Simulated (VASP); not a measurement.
# Ge4P3Ru (Pm-3m) in VASP: further runs, part 2 of 2

VASP 6.6.1. Earlier steps stand in the parts before.

## Step 3: Single point, PBE

Input file INCAR:

```
PREC = Accurate
ENCUT = 520
EDIFF = 1E-7
ISMEAR = 0
SIGMA = 0.1
LREAL = F
LASPH = T
NELM = 60
ALGO = Normal
ISIF = 2
LWAVE = F
LCHARG = F
GGA = PE
NBANDS = 52
```

Input file KPOINTS:

```
Automatic mesh
0
Gamma
  8 8 8
```

Input file POSCAR:

```
Ge4P3Ru
1.0
    5.1517919972      0.0000000000      0.0000000000
    0.0000000000      5.1517919972      0.0000000000
    0.0000000000      0.0000000000      5.1517919972
Ge P Ru
4 3 1
Direct
    0.5000000000      0.0000000000      0.0000000000
    0.5000000000      0.5000000000      0.5000000000
    0.0000000000      0.0000000000      0.5000000000
    0.0000000000      0.5000000000      0.0000000000
    0.0000000000      0.5000000000      0.5000000000
    0.5000000000      0.5000000000      0.0000000000
    0.5000000000      0.0000000000      0.5000000000
    0.0000000000      0.0000000000      0.0000000000
```

Potentials or basis: VASP PAW PBE potentials, release 64 (Ge_d, P, Ru_pv).

Run with:

```
$ cat potpaw_PBE.64/Ge_d/POTCAR potpaw_PBE.64/P/POTCAR potpaw_PBE.64/Ru_pv/POTCAR > POTCAR
$ mpirun -np 1 vasp_std > vasp.out
```

OUTCAR:

```text
PREC = Accurate
   ENCUT = 520
   EDIFF = 1E-7
   ISMEAR = 0
   LREAL = F
   LASPH = T
   NELM = 60
   ISIF = 2
   GGA = PE

 ion  position               nearest neighbor table
   1  0.500  0.000  0.000-   6 2.58   7 2.58   8 2.58   7 2.58   6 2.58   8 2.58
   2  0.500  0.500  0.500-   5 2.58   6 2.58   7 2.58   6 2.58   7 2.58   5 2.58
   3  0.000  0.000  0.500-   5 2.58   7 2.58   8 2.58   8 2.58   5 2.58   7 2.58
   4  0.000  0.500  0.000-   5 2.58   6 2.58   8 2.58   5 2.58   8 2.58   6 2.58
   5  0.000  0.500  0.500-   2 2.58   3 2.58   4 2.58   4 2.58   3 2.58   2 2.58
   6  0.500  0.500  0.000-   1 2.58   2 2.58   4 2.58   2 2.58   1 2.58   4 2.58
   7  0.500  0.000  0.500-   1 2.58   2 2.58   3 2.58   1 2.58   2 2.58   3 2.58
   8  0.000  0.000  0.000-   1 2.58   3 2.58   4 2.58   3 2.58   4 2.58   1 2.58

  LATTYP: Found a simple cubic cell.
 ALAT       =     5.1517919972

  Lattice vectors:

 A1 = (   5.1517919972,   0.0000000000,   0.0000000000)
 A2 = (   0.0000000000,   5.1517919972,   0.0000000000)
 A3 = (   0.0000000000,   0.0000000000,   5.1517919972)

Analysis of symmetry for initial positions (statically):
=====================================================================
 Subroutine PRICEL returns:
 Original cell was already a primitive cell.

 Routine SETGRP: Setting up the symmetry group for a
 simple cubic supercell.

 Subroutine GETGRP returns: Found 48 space group operations
 (whereof 48 operations were pure point group operations)
 out of a pool of 48 trial point group operations.

The static configuration has the point symmetry O_h .

Analysis of symmetry for dynamics (positions and initial velocities):
=====================================================================
 Subroutine PRICEL returns:
 Original cell was already a primitive cell.

 Routine SETGRP: Setting up the symmetry group for a
 simple cubic supercell.

 Subroutine GETGRP returns: Found 48 space group operations
 (whereof 48 operations were pure point group operations)
 out of a pool of 48 trial point group operations.

The dynamic configuration has the point symmetry O_h .

 Subroutine INISYM returns: Found 48 space group operations
 (whereof 48 operations are pure point group operations),
 and found     1 'primitive' translations

----------------------------------------------------------------------------------------

                                     Primitive cell

  volume of cell :     136.7335

  direct lattice vectors                    reciprocal lattice vectors
     5.151791997  0.000000000  0.000000000     0.194107216  0.000000000  0.000000000
     0.000000000  5.151791997  0.000000000     0.000000000  0.194107216  0.000000000
     0.000000000  0.000000000  5.151791997     0.000000000  0.000000000  0.194107216

  length of vectors
     5.151791997  5.151791997  5.151791997     0.194107216  0.194107216  0.194107216

  position of ions in fractional coordinates (direct lattice)
     0.500000000  0.000000000  0.000000000
     0.500000000  0.500000000  0.500000000
     0.000000000  0.000000000  0.500000000
     0.000000000  0.500000000  0.000000000
     0.000000000  0.500000000  0.500000000
     0.500000000  0.500000000  0.000000000
     0.500000000  0.000000000  0.500000000
     0.000000000  0.000000000  0.000000000

  ion indices of the primitive-cell ions
   primitive index   ion index
[... 60 lines left out ...]
  0.500000  0.375000  0.125000     24.000000
 [... further k-points ...]
   k-points           NKPTS =     35   k-points in BZ     NKDIM =     35   number of bands    NBANDS=     52
   number of dos      NEDOS =    301   number of ions     NIONS =      8
   total plane-waves  NPLWV =  64000
   dimension x,y,z NGX =    40 NGY =   40 NGZ =   40
   dimension x,y,z NGXF=    80 NGYF=   80 NGZF=   80
   ions per type =               4   3   1
   NGX,Y,Z   is equivalent  to a cutoff of  12.91, 12.91, 12.91 a.u.
   NGXF,Y,Z  is equivalent  to a cutoff of  25.82, 25.82, 25.82 a.u.
 SYSTEM =  unknown system
   PREC   = accura    normal or accurate (medium, high low for compatibility)
   ISTART =      0    job   : 0-new  1-cont  2-samecut
   ICHARG =      2    charge: 1-file 2-atom 10-const
   ISPIN  =      1    spin polarized calculation?
   LNONCOLLINEAR =      F non collinear calculations
   LSORBIT =      F    spin-orbit coupling
   LASPH  =      T    aspherical Exc in radial PAW
   ENCUT  =  520.0 eV  38.22 Ry    6.18 a.u.   9.58  9.58  9.58*2*pi/ulx,y,z
   NELM   =     60;   NELMIN=  2; NELMDL= -5     # of ELM steps
   EDIFF  = 0.1E-06   stopping-criterion for ELM
   LREAL  =      F    real-space projection
   EDIFFG = 0.1E-05   stopping-criterion for IOM
   NSW    =      0    number of steps for IOM
   IBRION =     -1    ionic relax: 0-MD 1-quasi-New 2-CG
   NFREE  =      0    steps in history (QN), initial steepest desc. (CG)
   ISIF   =      2    stress and relaxation
   ISYM   =      2    0-nonsym 1-usesym 2-fastsym
   POTIM  = 0.5000    time-step for ionic-motion
   TEBEG  =    0.0;   TEEND  =   0.0 temperature during run
   PSTRESS=    0.0 pullay stress
   NELECT =      85.0000    total number of electrons
   NUPDOWN=      -1.0000    fix difference up-down
   EMIN   =  10.00;   EMAX   =-10.00  energy-range for DOS
   EFERMI =   0.00;   METHOD = LEGACY
   ISMEAR =     0;   SIGMA  =   0.10  broadening in eV -4-tet -1-fermi 0-gaus
   EFERMI_NEDOS =   21; number of points for ismear=-14 and -15
   IALGO  =     38    algorithm
   IMIX   =      4    mixing-type and parameters
     AMIX     =   0.40;   BMIX     =  1.00
     AMIX_MAG =   1.60;   BMIX_MAG =  1.00
  volume/ion in A,a.u.               =      17.09       115.34
  Fermi-wavevector in a.u.,A,eV,Ry     =   1.397192  2.640310 26.560559  1.952146
  Thomas-Fermi vector in A             =   2.520473
   LORBIT       =      0    0 simple, 1 ext, 2 COOP (PROOUT), +10 PAW based schemes
   GGA     = PE    functional components
   LHFCALC =     F    Hartree Fock is set to
   AEXX    =    0.0000 exact exchange contribution
   IVDW    =     0    specifies the selected vdW correction
   LEPSILON=     F    determine dielectric tensor
   LRPA    =     F    only Hartree local field effects (RPA)
 non-spin polarized calculation
 Gauss-broadening in eV      SIGMA  =   0.10
  energy-cutoff  :      520.00
  volume of cell :      136.73
 maximum number of plane-waves:      3743
 NGX is ok and might be reduce to    40
   NGX = 19   NGY = 19   NGZ = 19

 number of electron      85.0000029 magnetization

 Free energy of the ion-electron system (eV)
  ---------------------------------------------------
  ext. energy  EPLUGINS =         0.00000000
  ---------------------------------------------------
  free energy    TOTEN  =       -41.06599663 eV

  energy without entropy =      -41.03415169  energy(sigma->0) =      -41.05007416

 E-fermi :   7.4942     XC(G=0): -11.3810

 val. band max:        7.4917931397   @ k =   0.3750   0.1250   0.0000
 cond. band min:       7.5125738798   @ k =   0.5000   0.1250   0.1250
 fundamental gap:      0.0207807401
 Fermi energy:         7.4941869009

 k-point     1 :       0.0000    0.0000    0.0000
  band No.  band energies     occupation
      1     -34.0854      2.00000
      2     -34.0854      2.00000
      3     -34.0854      2.00000
      4     -17.1989      2.00000
      5     -17.1989      2.00000
      6     -17.1728      2.00000
[... 1309 lines left out ...]
     51      11.3626      0.00000
     52      13.0554      0.00000

 [... further k-points ...]

------------------------ aborting loop because EDIFF is reached ----------------------------------------

  FORCE on cell =-STRESS in cart. coord.  units (eV):
  Direction    XX          YY          ZZ          XY          YZ          ZX
  --------------------------------------------------------------------------------------
  -------------------------------------------------------------------------------------
  Total        0.0030129      0.0030129      0.0030129      0.0000000      0.0000000      0.0000000
  in kB        0.0353035      0.0353035      0.0353035      0.0000000      0.0000000      0.0000000
  external PRESSURE =       0.0353035 kB  Pullay stress =       0.0000000 kB

 VOLUME and BASIS-vectors are now :
 -----------------------------------------------------------------------------
  energy-cutoff  :      520.00
  volume of cell :      136.73
      direct lattice vectors                 reciprocal lattice vectors
     5.151791997  0.000000000  0.000000000     0.194107216  0.000000000  0.000000000
     0.000000000  5.151791997  0.000000000     0.000000000  0.194107216  0.000000000
     0.000000000  0.000000000  5.151791997     0.000000000  0.000000000  0.194107216

 POSITION                                       TOTAL-FORCE (eV/Angst)
 -----------------------------------------------------------------------------------
      2.57590      0.00000      0.00000         0.000000      0.000000      0.000000
      2.57590      2.57590      2.57590         0.000000      0.000000      0.000000
      0.00000      0.00000      2.57590         0.000000      0.000000      0.000000
      0.00000      2.57590      0.00000         0.000000      0.000000      0.000000
      0.00000      2.57590      2.57590         0.000000      0.000000      0.000000
      2.57590      2.57590      0.00000         0.000000      0.000000      0.000000
      2.57590      0.00000      2.57590         0.000000      0.000000      0.000000
      0.00000      0.00000      0.00000         0.000000      0.000000      0.000000
 -----------------------------------------------------------------------------------
    total drift:                               -0.000000      0.000000     -0.000000

  FREE ENERGIE OF THE ION-ELECTRON SYSTEM (eV)
  ---------------------------------------------------
  free  energy   TOTEN  =       -41.0659966306 eV

  energy  without entropy=      -41.0341516931  energy(sigma->0) =      -41.05007416
```

Wall time 2.2 min (1 thread of Intel Xeon 6975P-C (Granite Rapids), shared host); peak memory 0.36 GiB.

What came out:

| Quantity | Value |
| --- | --- |
| Free energy | -41.0660 eV |
| Pressure | 0.0 GPa |
| Band gap on the k mesh | zero (an odd number of electrons rules out a gap without spin polarisation) |

Levels at points of the mesh, in eV from the Fermi level:
| k point | band 41 | band 42 | band 43 | band 44 | band 45 | band 46 |
| --- | --- | --- | --- | --- | --- | --- |
| (0.00, 0.00, 0.00) | -1.24 | -1.24 | 0.54 | 0.54 | 1.55 | 1.55 |
| (0.50, 0.00, 0.00) | -0.43 | -0.17 | -0.17 | 0.27 | 0.27 | 2.12 |
| (0.50, 0.50, 0.00) | -0.20 | -0.20 | -0.17 | 0.06 | 1.42 | 1.42 |
| (0.50, 0.50, 0.50) | -0.57 | 1.17 | 1.17 | 1.17 | 1.35 | 1.35 |

## Step 4: Relaxation of cell and atoms, PBE

This run uses another cell than the first one, of 17.92 Å³/atom.

Input file INCAR:

```
SYSTEM = Ge4P3Ru
PREC = Accurate
ENCUT = 600
EDIFF = 1E-6
ISMEAR = 0
SIGMA = 0.1
LREAL = .FALSE.
LASPH = .TRUE.
NELM = 60
ALGO = Normal
ISIF = 3
LWAVE = .FALSE.
LCHARG = .FALSE.
GGA = PE
IBRION = 2
NSW = 90
EDIFFG = -0.04
```

Input file KPOINTS:

```
regular mesh
0
G
  4 4 4
  0 0 0
```

POSCAR: that of step 3 with these lines changed.

```diff
@@ -2,5 +2,5 @@
 1.0
-    5.1517919972      0.0000000000      0.0000000000
-    0.0000000000      5.1517919972      0.0000000000
-    0.0000000000      0.0000000000      5.1517919972
+    5.2334874500      0.0000000000      0.0000000000
+    0.0000000000      5.2334874500      0.0000000000
+    0.0000000000      0.0000000000      5.2334874500
 Ge P Ru
```

Run with:

```
$ cat potpaw_PBE.64/Ge_d/POTCAR potpaw_PBE.64/P/POTCAR potpaw_PBE.64/Ru_pv/POTCAR > POTCAR
$ mpirun -np 1 vasp_std > vasp.out
```

Run time: 2.5 min. Hardware: 1 thread of Intel Xeon 6975P-C (Granite Rapids), shared host; peak memory 0.3 GiB.

It converged, with:

```
Free energy                           : -40.8464 eV
Relaxed volume                        : 17.12 Å³/atom
Relaxed cell                          : a = 5.155 Å, b = 5.155 Å, c = 5.155 Å, α = 90.00°, β = 90.00°, γ = 90.00°
Space group after relaxing (to 0.1 Å) : Pm-3m (No. 221)
Energy gained by relaxing             : 10.5 meV/atom
Ionic steps                           : 3
Pressure after relaxing               : 0.0 GPa
Band gap on the k mesh                : zero (an odd number of electrons rules out a gap without spin polarisation)
```

Step by step:
```
step  energy change (eV)  largest force (eV/Å)  pressure (GPa)  volume (Å³)
   1              0.0000                0.0000           -4.03       143.34
   2             -0.0662                0.0000            2.15       134.20
   3             -0.0839                0.0000            0.01       136.96
```

Final structure:
```
CELL_PARAMETERS angstrom
5.15460 0.00000 0.00000
0.00000 5.15460 0.00000
0.00000 0.00000 5.15460
ATOMIC_POSITIONS crystal
Ge 0.50000 0.00000 0.00000
Ge 0.50000 0.50000 0.50000
Ge 0.00000 0.00000 0.50000
Ge 0.00000 0.50000 0.00000
P 0.00000 0.50000 0.50000
P 0.50000 0.50000 0.00000
P 0.50000 0.00000 0.50000
Ru 0.00000 0.00000 0.00000
```

Levels at points of the mesh, in eV from the Fermi level:
```tsv
k point	band 40	band 41	band 42	band 43	band 44	band 45
(0.00, 0.00, 0.00)	-1.29	-1.29	-1.29	0.49	0.49	1.58
(0.50, 0.00, 0.00)	-0.47	-0.35	-0.21	-0.21	0.30	0.30
(0.50, 0.50, 0.00)	-0.25	-0.14	-0.14	-0.08	0.07	1.50
(0.50, 0.50, 0.50)	-0.46	-0.46	1.26	1.26	1.26	1.45
```

The gap in the log of VASP goes by the Fermi energy; the results here count the filled bands.